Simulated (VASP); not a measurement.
# HfMoC2 (P4/mmm) in VASP: notebook

Aim: see how the results for HfMoC2 move with the level of theory and the settings. Levels: PBEsol+U, r2SCAN+D3(BJ). Tasks: relaxation of cell and atoms, single point.

All numbers are computed with VASP 6.6.1; they aren't measurements. Logs are shortened: lines on timing, memory, paths and dates and some standing lists are left out, and cuts for length are marked.

## Step 1: The cell of the first run

Symmetry: P4/mmm, No. 123, tetragonal system. Conventional cell: a = 3.191 Å, b = 3.191 Å, c = 4.485 Å, α = 90.00°, β = 90.00°, γ = 90.00°. Within 3.0 Å of Hf (site symmetry 4/mmm) lie 6 C at 2.24 to 2.26 Å. Mo (site symmetry 4/mmm) has 6 C at 2.24 to 2.26 Å within 3.0 Å. C (site symmetry 4/mmm) has 2 Mo at 2.24 Å and 4 Hf at 2.26 Å within 3.0 Å. C (site symmetry 4/mmm) has 2 Hf at 2.24 Å and 4 Mo at 2.26 Å within 3.0 Å.

## Step 2: Relaxation of cell and atoms, PBEsol+U

INCAR

```
SYSTEM = HfMoC2
PREC = Accurate ; ENCUT = 600
EDIFF = 1E-7 ; ISMEAR = -1
SIGMA = 0.05 ; LREAL = .False.
LASPH = .True. ; NELM = 150
ALGO = Normal ; ISIF = 3
LWAVE = .False. ; LCHARG = .False.
LMAXMIX = 4 ; LDAU = .True.
LDAUTYPE = 2 ; LDAUL = 2 2 -1
LDAUU = 3 3 0 ; LDAUJ = 0 0 0
LDAUPRINT = 1 ; GGA = PS
IBRION = 2 ; NSW = 60
EDIFFG = -0.01
```

KPOINTS

```
regular mesh
0
Gamma
  8 8 6
  0 0 0
```

POSCAR

```
HfMoC2
1.0
    3.1914230000      0.0000000000      0.0000000000
    0.0000000000      3.1914230000      0.0000000000
    0.0000000000      0.0000000000      4.4851640000
Hf Mo C
1 1 2
Direct
    0.0000000000      0.0000000000      0.0000000000
    0.5000000000      0.5000000000      0.5000000000
    0.5000000000      0.5000000000      0.0000000000
    0.0000000000      0.0000000000      0.5000000000
```

Potentials or basis: VASP PAW PBE potentials, release 64 (Hf_pv, Mo_sv, C).

Launch:

```bash
> cat potpaw_PBE.64/Hf_pv/POTCAR potpaw_PBE.64/Mo_sv/POTCAR potpaw_PBE.64/C/POTCAR > POTCAR
> mpirun -np 1 vasp_std > vasp.out
```

OUTCAR:

```text
SYSTEM = HfMoC2
   PREC = Accurate
   ENCUT = 600
   EDIFF = 1E-7
   ISMEAR = -1
   LREAL = .False.
   LASPH = .True.
   NELM = 150
   ISIF = 3
   GGA = PS
   IBRION = 2
   NSW = 60
   EDIFFG = -0.01

 ion  position               nearest neighbor table
   1  0.000  0.000  0.000-   4 2.24   4 2.24   3 2.26   3 2.26   3 2.26   3 2.26   2 3.18   2 3.18
                             2 3.18   2 3.18   2 3.18   2 3.18   2 3.18   2 3.18
   2  0.500  0.500  0.500-   3 2.24   3 2.24   4 2.26   4 2.26   4 2.26   4 2.26   1 3.18   1 3.18
                             1 3.18   1 3.18   1 3.18   1 3.18   1 3.18   1 3.18
   3  0.500  0.500  0.000-   2 2.24   2 2.24   1 2.26   1 2.26   1 2.26   1 2.26
   4  0.000  0.000  0.500-   1 2.24   1 2.24   2 2.26   2 2.26   2 2.26   2 2.26

  LATTYP: Found a simple tetragonal cell.
 ALAT       =     3.1914230000
 C/A-ratio  =     1.4053806092

  Lattice vectors:

 A1 = (   3.1914230000,   0.0000000000,   0.0000000000)
 A2 = (   0.0000000000,   3.1914230000,   0.0000000000)
 A3 = (   0.0000000000,   0.0000000000,   4.4851640000)

Analysis of symmetry for initial positions (statically):
=====================================================================
 Subroutine PRICEL returns:
 Original cell was already a primitive cell.

 Routine SETGRP: Setting up the symmetry group for a
 simple tetragonal supercell.

 Subroutine GETGRP returns: Found 16 space group operations
 (whereof 16 operations were pure point group operations)
 out of a pool of 16 trial point group operations.

The static configuration has the point symmetry D_4h.

Analysis of symmetry for dynamics (positions and initial velocities):
=====================================================================
 Subroutine PRICEL returns:
 Original cell was already a primitive cell.

 Routine SETGRP: Setting up the symmetry group for a
 simple tetragonal supercell.

 Subroutine GETGRP returns: Found 16 space group operations
 (whereof 16 operations were pure point group operations)
 out of a pool of 16 trial point group operations.

The dynamic configuration has the point symmetry D_4h.

 Subroutine INISYM returns: Found 16 space group operations
 (whereof 16 operations are pure point group operations),
 and found     1 'primitive' translations

----------------------------------------------------------------------------------------

                                     Primitive cell

  volume of cell :      45.6822

  direct lattice vectors                    reciprocal lattice vectors
     3.191423000  0.000000000  0.000000000     0.313339849  0.000000000  0.000000000
     0.000000000  3.191423000  0.000000000     0.000000000  0.313339849  0.000000000
     0.000000000  0.000000000  4.485164000     0.000000000  0.000000000  0.222957288

  length of vectors
     3.191423000  3.191423000  4.485164000     0.313339849  0.313339849  0.222957288

  position of ions in fractional coordinates (direct lattice)
     0.000000000  0.000000000  0.000000000
     0.500000000  0.500000000  0.500000000
     0.500000000  0.500000000  0.000000000
     0.000000000  0.000000000  0.500000000

  ion indices of the primitive-cell ions
   primitive index   ion index
                 1           1
                 2           2
                 3           3
                 4           4

----------------------------------------------------------------------------------------

[... 113 lines left out ...]

 number of electron      31.9999999 magnetization

 Free energy of the ion-electron system (eV)
  ---------------------------------------------------
  ext. energy  EPLUGINS =         0.00000000
  ---------------------------------------------------
  free energy    TOTEN  =       -37.61312436 eV

  energy without entropy =      -37.59758548  energy(sigma->0) =      -37.60535492

------------------------ aborting loop because EDIFF is reached ----------------------------------------

  FORCE on cell =-STRESS in cart. coord.  units (eV):
  Direction    XX          YY          ZZ          XY          YZ          ZX
  --------------------------------------------------------------------------------------
  -------------------------------------------------------------------------------------
  Total        0.2014356      0.2014356     -0.9133608      0.0000000      0.0000000      0.0000000
  in kB        7.0647973      7.0647973    -32.0336102      0.0000000      0.0000000      0.0000000
  external PRESSURE =      -5.9680052 kB  Pullay stress =       0.0000000 kB
[... 133 lines left out ...]
  FREE ENERGIE OF THE ION-ELECTRON SYSTEM (eV)
  ---------------------------------------------------
  free  energy   TOTEN  =       -37.6162374618 eV

  energy  without entropy=      -37.6044727556  energy(sigma->0) =      -37.61035511

atom =   1  type =  1  l = 2

 onsite density matrix

spin component  1

  0.2377 -0.0000  0.0000 -0.0000 -0.0000
 -0.0000  0.1246  0.0000 -0.0000  0.0000
  0.0000  0.0000  0.2595  0.0000 -0.0000
 -0.0000 -0.0000  0.0000  0.1246 -0.0000
 -0.0000  0.0000 -0.0000 -0.0000  0.1383

spin component  2

  0.2377 -0.0000  0.0000 -0.0000 -0.0000
 -0.0000  0.1246  0.0000 -0.0000  0.0000
  0.0000  0.0000  0.2595  0.0000 -0.0000
 -0.0000 -0.0000  0.0000  0.1246 -0.0000
 -0.0000  0.0000 -0.0000 -0.0000  0.1383

 occupancies and eigenvectors

  o =  0.1246  v =  0.0000  0.8895  0.0000 -0.4569  0.0000  0.0000  0.0000  0.0000  0.0000  0.0000      0.0000  0.0000  0.0000  0.0000  0.0000  0.0000  0.0000  0.0000  0.0000  0.0000
  o =  0.1246  v =  0.0000  0.4569 -0.0000  0.8895  0.0000  0.0000  0.0000  0.0000  0.0000  0.0000      0.0000  0.0000  0.0000  0.0000  0.0000  0.0000  0.0000  0.0000  0.0000  0.0000
  o =  0.1246  v =  0.0000  0.0000  0.0000  0.0000  0.0000  0.0000  0.8895  0.0000 -0.4569  0.0000      0.0000  0.0000  0.0000  0.0000  0.0000  0.0000  0.0000  0.0000  0.0000  0.0000
  o =  0.1246  v =  0.0000  0.0000  0.0000  0.0000  0.0000  0.0000  0.4569 -0.0000  0.8895  0.0000      0.0000  0.0000  0.0000  0.0000  0.0000  0.0000  0.0000  0.0000  0.0000  0.0000
  o =  0.1383  v =  0.0000 -0.0000  0.0000 -0.0000  1.0000  0.0000  0.0000  0.0000  0.0000  0.0000      0.0000  0.0000  0.0000  0.0000  0.0000  0.0000  0.0000  0.0000  0.0000  0.0000
  o =  0.1383  v =  0.0000  0.0000  0.0000  0.0000  0.0000  0.0000 -0.0000  0.0000 -0.0000  1.0000      0.0000  0.0000  0.0000  0.0000  0.0000  0.0000  0.0000  0.0000  0.0000  0.0000
  o =  0.2377  v =  1.0000  0.0000  0.0000  0.0000  0.0000  0.0000  0.0000  0.0000  0.0000  0.0000      0.0000  0.0000  0.0000  0.0000  0.0000  0.0000  0.0000  0.0000  0.0000  0.0000
  o =  0.2377  v =  0.0000  0.0000  0.0000  0.0000  0.0000  1.0000  0.0000  0.0000  0.0000  0.0000      0.0000  0.0000  0.0000  0.0000  0.0000  0.0000  0.0000  0.0000  0.0000  0.0000
  o =  0.2595  v =  0.0000  0.0000 -1.0000 -0.0000 -0.0000  0.0000  0.0000  0.0000  0.0000  0.0000      0.0000  0.0000  0.0000  0.0000  0.0000  0.0000  0.0000  0.0000  0.0000  0.0000
  o =  0.2595  v =  0.0000  0.0000  0.0000  0.0000  0.0000  0.0000  0.0000 -1.0000 -0.0000 -0.0000      0.0000  0.0000  0.0000  0.0000  0.0000  0.0000  0.0000  0.0000  0.0000  0.0000

atom =   2  type =  2  l = 2

 onsite density matrix

spin component  1

  0.3878 -0.0000  0.0000 -0.0000 -0.0000
 -0.0000  0.4009  0.0000 -0.0000  0.0000
  0.0000  0.0000  0.3776 -0.0000 -0.0000
 -0.0000 -0.0000 -0.0000  0.4009 -0.0000
 -0.0000  0.0000 -0.0000 -0.0000  0.3375

spin component  2

  0.3878 -0.0000  0.0000 -0.0000 -0.0000
 -0.0000  0.4009  0.0000 -0.0000  0.0000
  0.0000  0.0000  0.3776 -0.0000 -0.0000
 -0.0000 -0.0000 -0.0000  0.4009 -0.0000
 -0.0000  0.0000 -0.0000 -0.0000  0.3375

 occupancies and eigenvectors

  o =  0.3375  v =  0.0000 -0.0000 -0.0000 -0.0000 -1.0000  0.0000  0.0000  0.0000  0.0000  0.0000      0.0000  0.0000  0.0000  0.0000  0.0000  0.0000  0.0000  0.0000  0.0000  0.0000
  o =  0.3375  v =  0.0000  0.0000  0.0000  0.0000  0.0000  0.0000 -0.0000 -0.0000 -0.0000 -1.0000      0.0000  0.0000  0.0000  0.0000  0.0000  0.0000  0.0000  0.0000  0.0000  0.0000
  o =  0.3776  v =  0.0000 -0.0000 -1.0000 -0.0000  0.0000  0.0000  0.0000  0.0000  0.0000  0.0000      0.0000  0.0000  0.0000  0.0000  0.0000  0.0000  0.0000  0.0000  0.0000  0.0000
  o =  0.3776  v =  0.0000  0.0000  0.0000  0.0000  0.0000  0.0000 -0.0000 -1.0000 -0.0000  0.0000      0.0000  0.0000  0.0000  0.0000  0.0000  0.0000  0.0000  0.0000  0.0000  0.0000
  o =  0.3878  v =  0.0000  0.0000  0.0000  0.0000  0.0000  1.0000  0.0000  0.0000  0.0000  0.0000      0.0000  0.0000  0.0000  0.0000  0.0000  0.0000  0.0000  0.0000  0.0000  0.0000
  o =  0.3878  v =  1.0000  0.0000  0.0000  0.0000  0.0000  0.0000  0.0000  0.0000  0.0000  0.0000      0.0000  0.0000  0.0000  0.0000  0.0000  0.0000  0.0000  0.0000  0.0000  0.0000
  o =  0.4009  v =  0.0000  0.9631 -0.0000  0.2692 -0.0000  0.0000  0.0000  0.0000  0.0000  0.0000      0.0000  0.0000  0.0000  0.0000  0.0000  0.0000  0.0000  0.0000  0.0000  0.0000
  o =  0.4009  v =  0.0000  0.0000  0.0000  0.0000  0.0000  0.0000  0.9631 -0.0000  0.2692 -0.0000      0.0000  0.0000  0.0000  0.0000  0.0000  0.0000  0.0000  0.0000  0.0000  0.0000
  o =  0.4009  v =  0.0000  0.0000  0.0000  0.0000  0.0000  0.0000  0.2692  0.0000 -0.9631 -0.0000      0.0000  0.0000  0.0000  0.0000  0.0000  0.0000  0.0000  0.0000  0.0000  0.0000
  o =  0.4009  v =  0.0000  0.2692  0.0000 -0.9631 -0.0000  0.0000  0.0000  0.0000  0.0000  0.0000      0.0000  0.0000  0.0000  0.0000  0.0000  0.0000  0.0000  0.0000  0.0000  0.0000

--------------------------------------- Ionic step        5  -------------------------------------------

 number of electron      31.9999999 magnetization

 Free energy of the ion-electron system (eV)
  ---------------------------------------------------
  ext. energy  EPLUGINS =         0.00000000
  ---------------------------------------------------
  free energy    TOTEN  =       -37.61646254 eV

  energy without entropy =      -37.60442600  energy(sigma->0) =      -37.61044427

 E-fermi :   9.6170     XC(G=0): -13.0607

 val. band max:        9.5890640341   @ k =   0.0000   0.0000   0.0000
 cond. band min:       9.6694424633   @ k =   0.5000   0.3750   0.3333
 fundamental gap:      0.0803784292
 Fermi energy:         9.6170037884

 k-point     1 :       0.0000    0.0000    0.0000
  band No.  band energies     occupation
      1     -52.6513      2.00000
      2     -26.7217      2.00000
      3     -26.6743      2.00000
      4     -26.6743      2.00000
      5     -21.3414      2.00000
      6     -21.0730      2.00000
[... 541 lines left out ...]
     19      13.0528      0.00000
     20      13.6541      0.00000

 [... further k-points ...]
[... 5 lines left out ...]
  --------------------------------------------------------------------------------------
  -------------------------------------------------------------------------------------
  Total        0.0001865      0.0001865     -0.0030483      0.0000000     -0.0000000      0.0000000
  in kB        0.0065531      0.0065531     -0.1071326      0.0000000     -0.0000000      0.0000000
  external PRESSURE =      -0.0313421 kB  Pullay stress =       0.0000000 kB
[... 19 lines left out ...]
  FREE ENERGIE OF THE ION-ELECTRON SYSTEM (eV)
  ---------------------------------------------------
  free  energy   TOTEN  =       -37.6164625445 eV

  energy  without entropy=      -37.6044260023  energy(sigma->0) =      -37.61044427

 reached required accuracy - stopping structural energy minimisation
```

Wall time 4 min (1 thread of Intel Xeon Platinum 8488C (Sapphire Rapids), shared host); peak memory 0.23 GiB.

What came out:

| Item | Value |
| --- | --- |
| Free energy | -37.6165 eV |
| Relaxed volume | 11.40 Å³/atom |
| Relaxed cell | a = 3.198 Å, b = 3.198 Å, c = 4.457 Å, α = 90.00°, β = 90.00°, γ = 90.00° |
| Space group after relaxing (to 0.05 Å) | P4/mmm (No. 123) |
| Energy gained by relaxing | 0.8 meV/atom |
| Ionic steps | 5 |
| Pressure after relaxing | 0.0 GPa |

The path:
| step | energy change (eV) | largest force (eV/Å) | pressure (GPa) | volume (Å³) |
| --- | --- | --- | --- | --- |
| 1 | 0.0000 | 0.0000 | -0.60 | 45.68 |
| 2 | -0.0013 | 0.0000 | 1.23 | 45.40 |
| 3 | -0.0032 | 0.0000 | 0.41 | 45.52 |
| 4 | -0.0031 | 0.0000 | -0.60 | 45.69 |
| 5 | -0.0033 | 0.0000 | 0.00 | 45.59 |

Final structure:
```xyz
4
Lattice="3.1980 0.0000 0.0000 0.0000 3.1980 0.0000 0.0000 0.0000 4.4573" Properties=species:S:1:pos:R:3 pbc="T T T"
Hf    0.0000    0.0000    0.0000
Mo    1.5990    1.5990    2.2287
C     1.5990    1.5990    0.0000
C     0.0000    0.0000    2.2287
```

Levels at points of the mesh, in eV from the Fermi level:
```tsv
k point	band 14	band 15	band 16	band 17	band 18	band 19
(0.00, 0.00, 0.00)	-1.37	-1.37	-0.42	-0.13	-0.06	-0.06
(0.50, 0.00, 0.00)	-3.76	-3.69	-0.49	1.05	2.09	3.20
(0.50, 0.50, 0.00)	-1.40	-1.24	-1.24	-1.09	1.16	1.53
(0.00, 0.00, 0.50)	-2.39	-1.81	-1.81	-1.22	-0.30	2.06
(0.50, 0.00, 0.50)	-4.40	-4.25	1.11	1.11	1.72	4.88
(0.50, 0.50, 0.50)	-4.43	-4.34	1.04	1.04	1.54	3.37
```

Eigenvalues of the final occupation matrices:
```tsv
site	spin	trace	eigenvalues
site 1 d	1	0.88	0.12 0.12 0.14 0.24 0.26
site 1 d	2	0.88	0.12 0.12 0.14 0.24 0.26
site 2 d	1	1.90	0.34 0.38 0.39 0.40 0.40
site 2 d	2	1.90	0.34 0.38 0.39 0.40 0.40
```

Caveat: the bands computed are all filled at some k points, so no gap is given; the PAW data sets were made with another functional, which shifts forces and pressure a little; spin-orbit coupling is left out, which moves the levels of the heavy elements; the U is typed as a test and isn't derived for this compound.

## Step 3: Single point, r2SCAN+D3(BJ)

This run uses another cell than the first one, of 11.19 Å³/atom, 0.980 times its volume.

POSCAR

```
HfMoC2
1.0
    3.1792715435      0.0000000000      0.0000000000
    0.0000000000      3.1792715435      0.0000000000
    0.0000000000      0.0000000000      4.4277420125
Hf Mo C
1 1 2
Direct
    0.0000000000      0.0000000000      0.0000000000
    0.5000000000      0.5000000000      0.5000000000
    0.5000000000      0.5000000000      0.0000000000
    0.0000000000      0.0000000000      0.5000000000
```

INCAR.step1

```
  ALGO = Normal
  EDIFF = 1E-4
  ENCUT = 520
  GGA = PE
  ISMEAR = -1
  LASPH = T
  LCHARG = F
  LREAL = F
  LWAVE = T
  NBANDS = 24
  NELM = 100
  PREC = Accurate
  SIGMA = 0.05
```

INCAR.step2

```
  ALGO = Normal
  EDIFF = 1E-6
  ENCUT = 520
  ISIF = 2
  ISMEAR = -1
  ISTART = 1
  IVDW = 12
  LASPH = T
  LCHARG = F
  LMIXTAU = T
  LREAL = F
  LWAVE = F
  METAGGA = R2SCAN
  NBANDS = 24
  NELM = 100
  PREC = Accurate
  SIGMA = 0.05
  VDW_A1 = 0.49484001
  VDW_A2 = 5.73083694
  VDW_S6 = 1.0
  VDW_S8 = 0.78981345
```

KPOINTS

```
k-points
0
Gamma
  8 8 6
```

Potentials or basis: VASP PAW PBE potentials, release 64 (Hf_pv, Mo_sv, C).

Launch:

```bash
> cat potpaw_PBE.64/Hf_pv/POTCAR potpaw_PBE.64/Mo_sv/POTCAR potpaw_PBE.64/C/POTCAR > POTCAR
> cp INCAR.step1 INCAR
> mpirun -np 1 vasp_std > vasp.out
> cp INCAR.step2 INCAR
> mpirun -np 1 vasp_std > vasp.out
```

OUTCAR:

```text
EDIFF = 1E-6
   ENCUT = 520
   ISIF = 2
   ISMEAR = -1
   ISTART = 1
   IVDW = 12
   LASPH = T
   LREAL = F
   METAGGA = R2SCAN
   NELM = 100
   PREC = Accurate
 IVDW          = 12

 ion  position               nearest neighbor table
   1  0.000  0.000  0.000-   4 2.21   4 2.21   3 2.25   3 2.25   3 2.25   3 2.25   2 3.16   2 3.16
                             2 3.16   2 3.16   2 3.16   2 3.16   2 3.16   2 3.16
   2  0.500  0.500  0.500-   3 2.21   3 2.21   4 2.25   4 2.25   4 2.25   4 2.25   1 3.16   1 3.16
[... 857 lines left out ...]
  --------------------------------------------------------------------------------------
  -------------------------------------------------------------------------------------
  Total       0.00564     0.00564     0.04342     0.00000    -0.00000    -0.00000
  in kB       0.20190     0.20190     1.55440     0.00000    -0.00000    -0.00000
  external pressure =        0.65 kB  Pullay stress =        0.00 kB

 VOLUME and BASIS-vectors are now :
 -----------------------------------------------------------------------------
  energy-cutoff  :      520.00
  volume of cell :       44.75
      direct lattice vectors                 reciprocal lattice vectors
     3.179271544  0.000000000  0.000000000     0.314537461  0.000000000  0.000000000
     0.000000000  3.179271544  0.000000000     0.000000000  0.314537461  0.000000000
     0.000000000  0.000000000  4.427742013     0.000000000  0.000000000  0.225848750

 POSITION                                       TOTAL-FORCE (eV/Angst)
 -----------------------------------------------------------------------------------
      0.00000      0.00000      0.00000         0.000000      0.000000      0.000000
      1.58964      1.58964      2.21387         0.000000      0.000000      0.000000
      1.58964      1.58964      0.00000         0.000000      0.000000      0.000000
      0.00000      0.00000      2.21387         0.000000      0.000000      0.000000
 -----------------------------------------------------------------------------------
    total drift:                                0.000000     -0.000000     -0.000000

  FREE ENERGIE OF THE ION-ELECTRON SYSTEM (eV)
  ---------------------------------------------------
  free  energy   TOTEN  =       -93.7550282454 eV

  energy  without entropy=      -93.7456697548  energy(sigma->0) =      -93.75034900
```

OUTCAR.step1:

```text
EDIFF = 1E-4
   ENCUT = 520
   GGA = PE
   ISMEAR = -1
   LASPH = T
[... 878 lines left out ...]
      0.00000      0.00000      0.00000         0.000000      0.000000      0.000000
      1.58964      1.58964      2.21387         0.000000      0.000000      0.000000
      1.58964      1.58964      0.00000         0.000000      0.000000      0.000000
      0.00000      0.00000      2.21387         0.000000      0.000000      0.000000
 -----------------------------------------------------------------------------------
    total drift:                                0.000000     -0.000000     -0.000000

  FREE ENERGIE OF THE ION-ELECTRON SYSTEM (eV)
  ---------------------------------------------------
  free  energy   TOTEN  =       -40.7817833158 eV

  energy  without entropy=      -40.7720854938  energy(sigma->0) =      -40.77693440
```

OSZICAR.step1:

```text
N       E                     dE             d eps       ncg     rms          rms(c)
DAV:   1     0.206412518067E+03    0.20641E+03   -0.18028E+04  2880   0.134E+03
DAV:   2    -0.405875581379E+02   -0.24700E+03   -0.23525E+03  3520   0.363E+02
DAV:   3    -0.485066882923E+02   -0.79191E+01   -0.78160E+01  3712   0.586E+01
DAV:   4    -0.485802635116E+02   -0.73575E-01   -0.73520E-01  3192   0.604E+00
DAV:   5    -0.485811777280E+02   -0.91422E-03   -0.91392E-03  3840   0.604E-01    0.766E+01
DAV:   6    -0.424448450541E+02    0.61363E+01   -0.37741E+01  3088   0.371E+01    0.353E+01
DAV:   7    -0.421060384072E+02    0.33881E+00   -0.13752E+01  3168   0.276E+01    0.382E+01
DAV:   8    -0.407893589684E+02    0.13167E+01   -0.26724E+00  3192   0.117E+01    0.614E+00
DAV:   9    -0.407835082414E+02    0.58507E-02   -0.12769E-01  3472   0.218E+00    0.191E+00
DAV:  10    -0.407821415515E+02    0.13667E-02   -0.98742E-03  3360   0.696E-01    0.725E-01
DAV:  11    -0.407818120405E+02    0.32951E-03   -0.70898E-04  3504   0.217E-01    0.484E-02
DAV:  12    -0.407817833158E+02    0.28725E-04   -0.20434E-04  2672   0.947E-02
   1 F= -.40781783E+02 E0= -.40776934E+02  d E =-.969782E-02
```

Run time: 2 min. Hardware: 1 thread of AMD EPYC 9R45 (Zen 5), shared host; peak memory 0.19 GiB.

Results:

| Item | Value |
| --- | --- |
| Free energy | -93.7550 eV |
| Pressure | 0.1 GPa |
| Band gap on the k mesh | zero (band 16 reaches 10.91 eV, above the bottom of band 17 at 8.34 eV) |
| Dispersion energy per atom | -0.197 eV |

Caveat: the PAW data sets were made with another functional, which shifts forces and pressure a little; spin-orbit coupling is left out, which moves the levels of the heavy elements; pairwise dispersion overbinds metals, which lowers pressure and volume.
